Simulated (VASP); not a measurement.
# W (Pm-3m) in VASP: a series of runs, part 2 of 2

VASP 6.6.1. The steps go on from the part before.

## (4) Density of states, PBE

This run uses another cell than the first one, of 18.35 Å³/atom, 2.222 times its volume.

POSCAR

```
W
1.0
    2.6376372290      0.0000000000      0.0000000000
    0.0000000000      2.6376372290      0.0000000000
    0.0000000000      0.0000000000      2.6376372290
W
1
Direct
    0.0000000000      0.0000000000      0.0000000000
```

INCAR.step1

```
PREC     = Accurate       # precision mode
ENCUT    = 520            # plane-wave cutoff, eV
EDIFF    = 1E-7           # SCF threshold, eV
ISMEAR   = -1             # smearing method
SIGMA    = 0.1            # smearing width, eV
LREAL    = False          # projectors in reciprocal space
LASPH    = True           # aspherical terms in the spheres
NELM     = 100            # most SCF steps
ALGO     = Normal         # electronic algorithm
ISIF     = 2              # what is computed and relaxed
LWAVE    = False          # write WAVECAR
LCHARG   = True           # write CHGCAR
LMAXMIX  = 4              # l up to which the mixer works
GGA      = PE             # functional
NBANDS   = 13             # bands
```

KPOINTS.step1

```
regular mesh
0
Gamma
  16 16 16
```

INCAR.step2

```
PREC     = Accurate       # precision mode
ENCUT    = 520            # plane-wave cutoff, eV
EDIFF    = 1E-7           # SCF threshold, eV
ISMEAR   = -5             # smearing method
SIGMA    = 0.1            # smearing width, eV
LREAL    = False          # projectors in reciprocal space
LASPH    = True           # aspherical terms in the spheres
NELM     = 100            # most SCF steps
ALGO     = Normal         # electronic algorithm
ISIF     = 2              # what is computed and relaxed
LWAVE    = False          # write WAVECAR
LCHARG   = False          # write CHGCAR
LMAXMIX  = 4              # l up to which the mixer works
GGA      = PE             # functional
LORBIT   = 10             # projections on sites
NEDOS    = 2001           # points of the DOS
ICHARG   = 11             # starting density
```

KPOINTS.step2

```
regular mesh
0
Gamma
  24 24 24
```

Potentials or basis: VASP PAW PBE potentials, release 64 (W_sv).

Run with:

```bash
cat potpaw_PBE.64/W_sv/POTCAR > POTCAR
cp INCAR.step1 INCAR
cp KPOINTS.step1 KPOINTS
mpirun -np 1 vasp_std > vasp.out
cp INCAR.step2 INCAR
cp KPOINTS.step2 KPOINTS
mpirun -np 1 vasp_std > vasp.out
```

OUTCAR:

```text
PREC = Accurate
   ENCUT = 520
   EDIFF = 1E-7
   ISMEAR = -5
   LREAL = False
   LASPH = True
   NELM = 100
   ISIF = 2
   GGA = PE
   LORBIT = 10
   ICHARG = 11

 ion  position               nearest neighbor table
   1  0.000  0.000  0.000-

  LATTYP: Found a simple cubic cell.
 ALAT       =     2.6376372290

  Lattice vectors:

 A1 = (   2.6376372290,   0.0000000000,   0.0000000000)
 A2 = (   0.0000000000,   2.6376372290,   0.0000000000)
 A3 = (   0.0000000000,   0.0000000000,   2.6376372290)

Analysis of symmetry for initial positions (statically):
=====================================================================
 Subroutine PRICEL returns:
 Original cell was already a primitive cell.

 Routine SETGRP: Setting up the symmetry group for a
 simple cubic supercell.

 Subroutine GETGRP returns: Found 48 space group operations
 (whereof 48 operations were pure point group operations)
 out of a pool of 48 trial point group operations.

The static configuration has the point symmetry O_h .

Analysis of symmetry for dynamics (positions and initial velocities):
=====================================================================
 Subroutine PRICEL returns:
 Original cell was already a primitive cell.

 Routine SETGRP: Setting up the symmetry group for a
 simple cubic supercell.

 Subroutine GETGRP returns: Found 48 space group operations
 (whereof 48 operations were pure point group operations)
 out of a pool of 48 trial point group operations.

The dynamic configuration has the point symmetry O_h .

 Subroutine INISYM returns: Found 48 space group operations
 (whereof 48 operations are pure point group operations),
 and found     1 'primitive' translations

----------------------------------------------------------------------------------------

                                     Primitive cell

  volume of cell :      18.3504

  direct lattice vectors                    reciprocal lattice vectors
     2.637637229  0.000000000  0.000000000     0.379127193  0.000000000  0.000000000
     0.000000000  2.637637229  0.000000000     0.000000000  0.379127193  0.000000000
     0.000000000  0.000000000  2.637637229     0.000000000  0.000000000  0.379127193

  length of vectors
     2.637637229  2.637637229  2.637637229     0.379127193  0.379127193  0.379127193

  position of ions in fractional coordinates (direct lattice)
     0.000000000  0.000000000  0.000000000

  ion indices of the primitive-cell ions
   primitive index   ion index
                 1           1

----------------------------------------------------------------------------------------

 KPOINTS: regular mesh

Automatic generation of k-mesh.
 Grid dimensions read from file:
 generate k-points for:   24   24   24

 Generating k-lattice:

  Cartesian coordinates                     Fractional coordinates (reciprocal lattice)
     0.015796966  0.000000000  0.000000000     0.041666667  0.000000000  0.000000000
     0.000000000  0.015796966  0.000000000     0.000000000  0.041666667  0.000000000
     0.000000000  0.000000000  0.015796966     0.000000000  0.000000000  0.041666667

  Length of vectors
     0.015796966  0.015796966  0.015796966

  Shift w.r.t. Gamma in fractional coordinates (k-lattice)
     0.000000000  0.000000000  0.000000000

 TETIRR: Found   6890 inequivalent tetrahedra from    82944

 Subroutine IBZKPT returns following result:
 ===========================================

 Found    455 irreducible k-points:

 Following reciprocal coordinates:
            Coordinates               Weight
  0.000000  0.000000  0.000000      1.000000
  0.041667  0.000000  0.000000      6.000000
  0.083333  0.000000  0.000000      6.000000
  0.125000  0.000000  0.000000      6.000000
  0.166667  0.000000  0.000000      6.000000
  0.208333  0.000000  0.000000      6.000000
[... 16 lines left out ...]
  0.416667  0.041667  0.000000     24.000000
  0.458333  0.041667  0.000000     24.000000
 [... further k-points ...]
   k-points           NKPTS =    455   k-points in BZ     NKDIM =    455   number of bands    NBANDS=     11
   number of dos      NEDOS =   2001   number of ions     NIONS =      1
   total plane-waves  NPLWV =   8000
   dimension x,y,z NGX =    20 NGY =   20 NGZ =   20
   dimension x,y,z NGXF=    40 NGYF=   40 NGZF=   40
   ions per type =               1
   NGX,Y,Z   is equivalent  to a cutoff of  12.61, 12.61, 12.61 a.u.
   NGXF,Y,Z  is equivalent  to a cutoff of  25.21, 25.21, 25.21 a.u.
 SYSTEM =  unknown system
   PREC   = accura    normal or accurate (medium, high low for compatibility)
   ISTART =      0    job   : 0-new  1-cont  2-samecut
   ICHARG =     11    charge: 1-file 2-atom 10-const
   ISPIN  =      1    spin polarized calculation?
   LNONCOLLINEAR =      F non collinear calculations
   LSORBIT =      F    spin-orbit coupling
   LASPH  =      T    aspherical Exc in radial PAW
   ENCUT  =  520.0 eV  38.22 Ry    6.18 a.u.   4.90  4.90  4.90*2*pi/ulx,y,z
   NELM   =    100;   NELMIN=  2; NELMDL=  0     # of ELM steps
   EDIFF  = 0.1E-06   stopping-criterion for ELM
   LREAL  =      F    real-space projection
   EDIFFG = 0.1E-05   stopping-criterion for IOM
   NSW    =      0    number of steps for IOM
   IBRION =     -1    ionic relax: 0-MD 1-quasi-New 2-CG
   NFREE  =      0    steps in history (QN), initial steepest desc. (CG)
   ISIF   =      2    stress and relaxation
   ISYM   =      2    0-nonsym 1-usesym 2-fastsym
   POTIM  = 0.5000    time-step for ionic-motion
   TEBEG  =    0.0;   TEEND  =   0.0 temperature during run
   PSTRESS=    0.0 pullay stress
   NELECT =      14.0000    total number of electrons
   NUPDOWN=      -1.0000    fix difference up-down
   EMIN   =  10.00;   EMAX   =-10.00  energy-range for DOS
   EFERMI =   0.00;   METHOD = LEGACY
   ISMEAR =    -5;   SIGMA  =   0.10  broadening in eV -4-tet -1-fermi 0-gaus
   EFERMI_NEDOS =   21; number of points for ismear=-14 and -15
   IALGO  =     38    algorithm
   IMIX   =      4    mixing-type and parameters
     AMIX     =   0.40;   BMIX     =  1.00
     AMIX_MAG =   1.60;   BMIX_MAG =  1.00
  volume/ion in A,a.u.               =      18.35       123.83
  Fermi-wavevector in a.u.,A,eV,Ry     =   1.495900  2.826840 30.445969  2.237716
  Thomas-Fermi vector in A             =   2.607985
   LORBIT       =     10    0 simple, 1 ext, 2 COOP (PROOUT), +10 PAW based schemes
   GGA     = PE    functional components
   LHFCALC =     F    Hartree Fock is set to
   AEXX    =    0.0000 exact exchange contribution
   IVDW    =     0    specifies the selected vdW correction
   LEPSILON=     F    determine dielectric tensor
   LRPA    =     F    only Hartree local field effects (RPA)
 non-spin polarized calculation
 Fermi weights with tetrahedron method with Bloechl corrections
  energy-cutoff  :      520.00
  volume of cell :       18.35
 maximum number of plane-waves:       512
 NGX is ok and might be reduce to    20

 number of electron      13.9999999 magnetization

 Free energy of the ion-electron system (eV)
  ---------------------------------------------------
  ext. energy  EPLUGINS =         0.00000000
  ---------------------------------------------------
  free energy    TOTEN  =       -11.50900672 eV

  energy without entropy =      -11.50900672  energy(sigma->0) =      -11.50900672

 E-fermi :   9.3579     XC(G=0): -12.6808

 val. band max:        9.3544499087   @ k =   0.4167   0.3333   0.1250
 cond. band min:       9.3077226520   @ k =   0.4583   0.1250   0.1250
 fundamental gap:     -0.0467272568
 Fermi energy:         9.3579338457

 k-point     1 :       0.0000    0.0000    0.0000
  band No.  band energies     occupation
      1     -64.7616      2.00000
      2     -28.3760      2.00000
      3     -28.3760      2.00000
      4     -28.3760      2.00000
      5       0.7824      2.00000
      6       5.0294      2.00000
      7       5.0294      2.00000
      8      14.0282      0.00000
      9      14.0282      0.00000
     10      14.0282      0.00000
     11      23.9684      0.00000
[... 309 lines left out ...]
 k-point    24 :       0.4583    0.0417    0.0000
  band No.  band energies     occupation
      1     -64.6663      2.00000
      2     -29.6123      2.00000
      3     -28.2860      2.00000
      4     -28.2621      2.00000
      5       4.2611      2.00000
      6       6.0271      2.00000
      7       8.3584      2.00000
      8      10.3299      0.00000
      9      10.4934      0.00000
     10      14.3406      0.00000
     11      18.3942      0.00000

 [... further k-points ...]

------------------------ aborting loop because EDIFF is reached ----------------------------------------

  FORCE on cell =-STRESS in cart. coord.  units (eV):
  Direction    XX          YY          ZZ          XY          YZ          ZX
  --------------------------------------------------------------------------------------
  -------------------------------------------------------------------------------------
  Total        0.0602331      0.0602331      0.0602331     -0.0000000     -0.0000000      0.0000000
  in kB        5.2589726      5.2589726      5.2589726     -0.0000000     -0.0000000      0.0000000
  external PRESSURE =       5.2589726 kB  Pullay stress =       0.0000000 kB

 VOLUME and BASIS-vectors are now :
 -----------------------------------------------------------------------------
  energy-cutoff  :      520.00
  volume of cell :       18.35
      direct lattice vectors                 reciprocal lattice vectors
     2.637637229  0.000000000  0.000000000     0.379127193  0.000000000  0.000000000
     0.000000000  2.637637229  0.000000000     0.000000000  0.379127193  0.000000000
     0.000000000  0.000000000  2.637637229     0.000000000  0.000000000  0.379127193

 POSITION                                       TOTAL-FORCE (eV/Angst)
 -----------------------------------------------------------------------------------
      0.00000      0.00000      0.00000         0.000000      0.000000      0.000000
 -----------------------------------------------------------------------------------
    total drift:                                0.000000     -0.000000     -0.000000

  FREE ENERGIE OF THE ION-ELECTRON SYSTEM (eV)
  ---------------------------------------------------
  free  energy   TOTEN  =       -11.5090067198 eV

  energy  without entropy=      -11.5090067198  energy(sigma->0) =      -11.50900672

 total charge

# of ion       s       p       d       tot
------------------------------------------
    1        2.451   6.224   3.445  12.121
```

It took 44 s on 1 thread of Intel Xeon 6975P-C, shared host; peak memory 0.21 GiB.

What came out:

- Valence electrons inside the program's atomic spheres: W 12.12

Caveat: spin-orbit coupling is left out, which moves the levels of the heavy elements; tetrahedron occupations give inexact forces and stress in metals.
